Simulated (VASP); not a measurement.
# ZnSe (rocksalt type) (Fm-3m) in VASP: notebook

The runs below take ZnSe (rocksalt type) through single point, with PBE.

Program: VASP 6.6.1. These are calculated values, not measurements. Logs are shortened: lines on timing, memory, paths and dates and some standing lists are left out, and cuts for length are marked.

## Step 1: The cell of the first run

The structure is cubic, space group Fm-3m (No. 225). The conventional cell has a = 4.766 Å, b = 4.766 Å, c = 4.766 Å, α = 90.00°, β = 90.00°, γ = 90.00°. Within 3.1 Å of Zn (site symmetry m-3m) lie 6 Se at 2.38 Å. Se (site symmetry m-3m) has 6 Zn at 2.38 Å within 3.1 Å.

## Step 2: Single point, PBE (volume scaled by 0.7, to set the pressure)

Contents of INCAR:

```
PREC = Accurate ; ENCUT = 520
EDIFF = 1E-7 ; ISMEAR = -1
SIGMA = 0.1 ; LREAL = False
LASPH = True ; NELM = 60
ALGO = Normal ; ISIF = 2
LWAVE = False ; LCHARG = True
GGA = PE ; LELF = True
LVHAR = True ; NBANDS = 16
```

Contents of KPOINTS:

```
regular mesh
0
Gamma
  15 15 15
```

Contents of POSCAR:

```
ZnSe
1.0
    0.0000000000      2.3829819578      2.3829819578
    2.3829819578      0.0000000000      2.3829819578
    2.3829819578      2.3829819578      0.0000000000
Zn Se
1 1
Direct
    0.0000000000      0.0000000000      0.0000000000
    0.5000000000      0.5000000000      0.5000000000
```

Potentials or basis: VASP PAW PBE potentials, release 64 (Zn, Se).

The run is started by

```console
$ cat potpaw_PBE.64/Zn/POTCAR potpaw_PBE.64/Se/POTCAR > POTCAR
$ mpirun -np 1 vasp_std > vasp.out
```

OUTCAR:

```text
PREC = Accurate
   ENCUT = 520
   EDIFF = 1E-7
   ISMEAR = -1
   LREAL = False
   LASPH = True
   NELM = 60
   ISIF = 2
   GGA = PE

 ion  position               nearest neighbor table
   1  0.000  0.000  0.000-   2 2.38   2 2.38   2 2.38   2 2.38   2 2.38   2 2.38
   2  0.500  0.500  0.500-   1 2.38   1 2.38   1 2.38   1 2.38   1 2.38   1 2.38

  LATTYP: Found a face centered cubic cell.
 ALAT       =     4.7659639156

  Lattice vectors:

 A1 = (   0.0000000000,   2.3829819578,   2.3829819578)
 A2 = (   2.3829819578,   0.0000000000,   2.3829819578)
 A3 = (   2.3829819578,   2.3829819578,   0.0000000000)

Analysis of symmetry for initial positions (statically):
=====================================================================
 Subroutine PRICEL returns:
 Original cell was already a primitive cell.

 Routine SETGRP: Setting up the symmetry group for a
 face centered cubic supercell.

 Subroutine GETGRP returns: Found 48 space group operations
 (whereof 48 operations were pure point group operations)
 out of a pool of 48 trial point group operations.

The static configuration has the point symmetry O_h .

Analysis of symmetry for dynamics (positions and initial velocities):
=====================================================================
 Subroutine PRICEL returns:
 Original cell was already a primitive cell.

 Routine SETGRP: Setting up the symmetry group for a
 face centered cubic supercell.

 Subroutine GETGRP returns: Found 48 space group operations
 (whereof 48 operations were pure point group operations)
 out of a pool of 48 trial point group operations.

The dynamic configuration has the point symmetry O_h .

 Subroutine INISYM returns: Found 48 space group operations
 (whereof 48 operations are pure point group operations),
 and found     1 'primitive' translations

----------------------------------------------------------------------------------------

                                     Primitive cell

  volume of cell :      27.0640

  direct lattice vectors                    reciprocal lattice vectors
     0.000000000  2.382981958  2.382981958    -0.209821144  0.209821144  0.209821144
     2.382981958  0.000000000  2.382981958     0.209821144 -0.209821144  0.209821144
     2.382981958  2.382981958  0.000000000     0.209821144  0.209821144 -0.209821144

  length of vectors
     3.370045404  3.370045404  3.370045404     0.363420882  0.363420882  0.363420882

  position of ions in fractional coordinates (direct lattice)
     0.000000000  0.000000000  0.000000000
     0.500000000  0.500000000  0.500000000

  ion indices of the primitive-cell ions
   primitive index   ion index
                 1           1
                 2           2

----------------------------------------------------------------------------------------

 KPOINTS: regular mesh

Automatic generation of k-mesh.
 Grid dimensions read from file:
 generate k-points for:   15   15   15

 Generating k-lattice:

  Cartesian coordinates                     Fractional coordinates (reciprocal lattice)
    -0.013988076  0.013988076  0.013988076     0.066666667  0.000000000  0.000000000
     0.013988076 -0.013988076  0.013988076     0.000000000  0.066666667  0.000000000
     0.013988076  0.013988076 -0.013988076     0.000000000  0.000000000  0.066666667

  Length of vectors
     0.024228059  0.024228059  0.024228059

  Shift w.r.t. Gamma in fractional coordinates (k-lattice)
     0.000000000  0.000000000  0.000000000

 Subroutine IBZKPT returns following result:
 ===========================================

 Found    120 irreducible k-points:

 Following reciprocal coordinates:
            Coordinates               Weight
  0.000000  0.000000  0.000000      1.000000
  0.066667  0.000000  0.000000      8.000000
  0.133333  0.000000  0.000000      8.000000
  0.200000  0.000000  0.000000      8.000000
  0.266667  0.000000  0.000000      8.000000
  0.333333  0.000000  0.000000      8.000000
[... 16 lines left out ...]
  0.133333  0.133333  0.000000      6.000000
  0.200000  0.133333  0.000000     24.000000
 [... further k-points ...]
   k-points           NKPTS =    120   k-points in BZ     NKDIM =    120   number of bands    NBANDS=     16
   number of dos      NEDOS =    301   number of ions     NIONS =      2
   total plane-waves  NPLWV =  21952
   dimension x,y,z NGX =    28 NGY =   28 NGZ =   28
   dimension x,y,z NGXF=    56 NGYF=   56 NGZF=   56
   ions per type =               1   1
   NGX,Y,Z   is equivalent  to a cutoff of  13.81, 13.81, 13.81 a.u.
   NGXF,Y,Z  is equivalent  to a cutoff of  27.63, 27.63, 27.63 a.u.
 SYSTEM =  unknown system
   PREC   = accura    normal or accurate (medium, high low for compatibility)
   ISTART =      0    job   : 0-new  1-cont  2-samecut
   ICHARG =      2    charge: 1-file 2-atom 10-const
   ISPIN  =      1    spin polarized calculation?
   LNONCOLLINEAR =      F non collinear calculations
   LSORBIT =      F    spin-orbit coupling
   LASPH  =      T    aspherical Exc in radial PAW
   ENCUT  =  520.0 eV  38.22 Ry    6.18 a.u.   6.27  6.27  6.27*2*pi/ulx,y,z
   NELM   =     60;   NELMIN=  2; NELMDL= -5     # of ELM steps
   EDIFF  = 0.1E-06   stopping-criterion for ELM
   LREAL  =      F    real-space projection
   EDIFFG = 0.1E-05   stopping-criterion for IOM
   NSW    =      0    number of steps for IOM
   IBRION =     -1    ionic relax: 0-MD 1-quasi-New 2-CG
   NFREE  =      0    steps in history (QN), initial steepest desc. (CG)
   ISIF   =      2    stress and relaxation
   ISYM   =      2    0-nonsym 1-usesym 2-fastsym
   POTIM  = 0.5000    time-step for ionic-motion
   TEBEG  =    0.0;   TEEND  =   0.0 temperature during run
   PSTRESS=    0.0 pullay stress
   NELECT =      18.0000    total number of electrons
   NUPDOWN=      -1.0000    fix difference up-down
   EMIN   =  10.00;   EMAX   =-10.00  energy-range for DOS
   EFERMI =   0.00;   METHOD = LEGACY
   ISMEAR =    -1;   SIGMA  =   0.10  broadening in eV -4-tet -1-fermi 0-gaus
   EFERMI_NEDOS =   21; number of points for ismear=-14 and -15
   IALGO  =     38    algorithm
   IMIX   =      4    mixing-type and parameters
     AMIX     =   0.40;   BMIX     =  1.00
     AMIX_MAG =   1.60;   BMIX_MAG =  1.00
  volume/ion in A,a.u.               =      13.53        91.32
  Fermi-wavevector in a.u.,A,eV,Ry     =   1.429009  2.700435 27.783998  2.042066
  Thomas-Fermi vector in A             =   2.549009
   LORBIT       =      0    0 simple, 1 ext, 2 COOP (PROOUT), +10 PAW based schemes
   GGA     = PE    functional components
   LHFCALC =     F    Hartree Fock is set to
   AEXX    =    0.0000 exact exchange contribution
   IVDW    =     0    specifies the selected vdW correction
   LEPSILON=     F    determine dielectric tensor
   LRPA    =     F    only Hartree local field effects (RPA)
 non-spin polarized calculation
  energy-cutoff  :      520.00
  volume of cell :       27.06
 maximum number of plane-waves:       745
 NGX is ok and might be reduce to    28
   NGX = 13   NGY = 13   NGZ = 13

 number of electron      18.0000008 magnetization

 Free energy of the ion-electron system (eV)
  ---------------------------------------------------
  ext. energy  EPLUGINS =         0.00000000
  ---------------------------------------------------
  free energy    TOTEN  =        -3.90602492 eV

  energy without entropy =       -3.89116656  energy(sigma->0) =       -3.89859574

 E-fermi :   7.2474     XC(G=0): -12.2087

 val. band max:        7.2115940105   @ k =  -0.2667   0.0667   0.0000
 cond. band min:       7.2499003939   @ k =   0.4000   0.3333   0.0000
 fundamental gap:      0.0383063834
 Fermi energy:         7.2473751251

 k-point     1 :       0.0000    0.0000    0.0000
  band No.  band energies     occupation
      1      -9.8891      2.00000
      2      -0.6631      2.00000
      3      -0.6631      2.00000
      4      -0.6511      2.00000
      5      -0.6511      2.00000
      6      -0.6511      2.00000
[... 8 lines left out ...]
     15      18.8190      0.00000
     16      18.8190      0.00000

 k-point     2 :       0.0667    0.0000    0.0000
  band No.  band energies     occupation
      1      -9.8150      2.00000
      2      -0.6888      2.00000
      3      -0.6888      2.00000
      4      -0.6659      2.00000
      5      -0.6408      2.00000
      6      -0.6408      2.00000
[... 8 lines left out ...]
     15      17.8931      0.00000
     16      18.4270      0.00000

 k-point     3 :       0.1333    0.0000    0.0000
  band No.  band energies     occupation
      1      -9.5952      2.00000
      2      -0.7638      2.00000
      3      -0.7638      2.00000
      4      -0.7160      2.00000
      5      -0.6078      2.00000
      6      -0.6078      2.00000
[... 8 lines left out ...]
     15      17.1733      0.00000
     16      18.1333      0.00000

 k-point     4 :       0.2000    0.0000    0.0000
  band No.  band energies     occupation
      1      -9.2383      2.00000
      2      -0.8715      2.00000
      3      -0.8715      2.00000
      4      -0.8250      2.00000
      5      -0.5582      2.00000
      6      -0.5582      2.00000
[... 8 lines left out ...]
     15      17.5909      0.00000
     16      17.7757      0.00000
[... 324 lines left out ...]
 k-point    22 :      -0.0667    0.0667    0.0000
  band No.  band energies     occupation
      1      -9.6926      2.00000
      2      -0.7494      2.00000
      3      -0.7178      2.00000
      4      -0.6849      2.00000
      5      -0.6320      2.00000
      6      -0.6147      2.00000
[... 8 lines left out ...]
     15      17.9323      0.00000
     16      18.8887      0.00000

 k-point    23 :       0.1333    0.1333    0.0000
  band No.  band energies     occupation
      1      -9.5014      2.00000
      2      -0.9048      2.00000
      3      -0.6979      2.00000
      4      -0.6392      2.00000
      5      -0.6283      2.00000
      6      -0.6283      2.00000
[... 8 lines left out ...]
     15      20.1243      0.00000
     16      20.1243      0.00000

 k-point    24 :       0.2000    0.1333    0.0000
  band No.  band energies     occupation
      1      -9.2440      2.00000
      2      -1.0311      2.00000
      3      -0.7378      2.00000
      4      -0.6937      2.00000
      5      -0.6031      2.00000
      6      -0.5662      2.00000
[... 8 lines left out ...]
     15      19.7370      0.00000
     16      20.1727      0.00000

 [... further k-points ...]

------------------------ aborting loop because EDIFF is reached ----------------------------------------

  FORCE on cell =-STRESS in cart. coord.  units (eV):
  Direction    XX          YY          ZZ          XY          YZ          ZX
  --------------------------------------------------------------------------------------
  -------------------------------------------------------------------------------------
  Total        9.8175292      9.8175292      9.8175292     -0.0000000      0.0000000     -0.0000000
  in kB      581.1932011    581.1932011    581.1932011     -0.0000000      0.0000000     -0.0000000
  external PRESSURE =     581.1932011 kB  Pullay stress =       0.0000000 kB

 VOLUME and BASIS-vectors are now :
 -----------------------------------------------------------------------------
  energy-cutoff  :      520.00
  volume of cell :       27.06
      direct lattice vectors                 reciprocal lattice vectors
     0.000000000  2.382981958  2.382981958    -0.209821144  0.209821144  0.209821144
     2.382981958  0.000000000  2.382981958     0.209821144 -0.209821144  0.209821144
     2.382981958  2.382981958  0.000000000     0.209821144  0.209821144 -0.209821144

 POSITION                                       TOTAL-FORCE (eV/Angst)
 -----------------------------------------------------------------------------------
      0.00000      0.00000      0.00000         0.000000      0.000000      0.000000
      2.38298      2.38298      2.38298        -0.000000     -0.000000     -0.000000
 -----------------------------------------------------------------------------------
    total drift:                               -0.000000      0.000000      0.000000

  FREE ENERGIE OF THE ION-ELECTRON SYSTEM (eV)
  ---------------------------------------------------
  free  energy   TOTEN  =        -3.9060249208 eV

  energy  without entropy=       -3.8911665611  energy(sigma->0) =       -3.89859574
```

Wall time 45 s (1 thread of Intel Xeon 6975P-C, shared host); peak memory 0.2 GiB.

What came out:

- Free energy: -3.9060 eV
- Pressure: 58.1 GPa
- Band gap on the k mesh: zero (band 9 reaches 7.35 eV, above the bottom of band 10 at 6.10 eV)

Caveat: the cell differs from its parent crystal (volume scaled by 0.7, to set the pressure).

## Step 3: Single point, PBE

Contents of INCAR:

```
SYSTEM = ZnSe
PREC     = Accurate       ! precision mode
ENCUT    = 520            ! plane-wave cutoff, eV
EDIFF    = 1E-6           ! SCF threshold, eV
ISMEAR   = -1             ! smearing method
SIGMA    = 0.1            ! smearing width, eV
LREAL    = .False.        ! projectors in reciprocal space
LASPH    = .True.         ! aspherical terms in the spheres
NELM     = 100            ! most SCF steps
ALGO     = Normal         ! electronic algorithm
ISIF     = 2              ! what is computed and relaxed
LWAVE    = .False.        ! write WAVECAR
LCHARG   = .True.         ! write CHGCAR
GGA      = PE             ! functional
LELF     = .True.         ! ELF
LVHAR    = .True.       
NBANDS   = 16             ! bands
```

Contents of KPOINTS:

```
regular mesh
0
Gamma
  15 15 15
  0 0 0
```

POSCAR is that of step 2.

Potentials or basis: VASP PAW PBE potentials, release 64 (Zn, Se).

The run is started by

```console
$ cat potpaw_PBE.64/Zn/POTCAR potpaw_PBE.64/Se/POTCAR > POTCAR
$ mpirun -np 1 vasp_std > vasp.out
```

It took 46 s on 1 thread of Intel Xeon 6975P-C, shared host; peak memory 0.2 GiB.

The run converged. Its results:

* Free energy: -3.9060 eV
* Pressure: 58.1 GPa
* Band gap on the k mesh: zero (band 9 reaches 7.35 eV, above the bottom of band 10 at 6.10 eV)

Levels at points of the mesh, in eV from the Fermi level:
```csv
k point,band 5,band 6,band 7,band 8,band 9,band 10,band 11,band 12,band 13,band 14
"(0.00, 0.00, 0.00)",-7.90,-7.90,-0.90,-0.90,-0.90,3.54,8.52,8.52,8.52,10.76
```

## Step 4: Single point, PBE

Contents of INCAR:

```
SYSTEM = ZnSe
PREC = Accurate
ENCUT = 520
EDIFF = 1E-7
ISMEAR = -1
SIGMA = 0.1
LREAL = .FALSE.
LASPH = .TRUE.
NELM = 60
ALGO = Normal
ISIF = 2
LWAVE = .FALSE.
LCHARG = .TRUE.
GGA = PE
LELF = .TRUE.
LVHAR = .TRUE.
NBANDS = 16
```

Contents of KPOINTS:

```
Automatic mesh
0
G
  15 15 15
  0 0 0
```

Contents of POSCAR:

```
ZnSe
1.0
    0.0000000000      2.3831132771      2.3831132771
    2.3831132771      0.0000000000      2.3831132771
    2.3831132771      2.3831132771      0.0000000000
Zn Se
1 1
Direct
    0.0000000000      0.0000000000      0.0000000000
    0.5000000000      0.5000000000      0.5000000000
```

The run is started by

```console
$ cat potpaw_PBE.64/Zn/POTCAR potpaw_PBE.64/Se/POTCAR > POTCAR
$ mpirun -np 1 vasp_std > vasp.out
```

Run time: 58 s. Hardware: 1 thread of Intel Xeon 6975P-C, shared host; peak memory 0.19 GiB.

It converged, with:

| Property | Result |
| --- | --- |
| Free energy | -3.9076 eV |
| Pressure | 58.1 GPa |
| Band gap on the k mesh | zero (band 9 reaches 7.35 eV, above the bottom of band 10 at 6.10 eV) |

Levels at points of the mesh, in eV from the Fermi level:
| k point | band 5 | band 6 | band 7 | band 8 | band 9 | band 10 | band 11 | band 12 | band 13 | band 14 |
| --- | --- | --- | --- | --- | --- | --- | --- | --- | --- | --- |
| (0.00, 0.00, 0.00) | -7.90 | -7.90 | -0.90 | -0.90 | -0.90 | 3.53 | 8.52 | 8.52 | 8.52 | 10.76 |

[end of part 1 of 2]
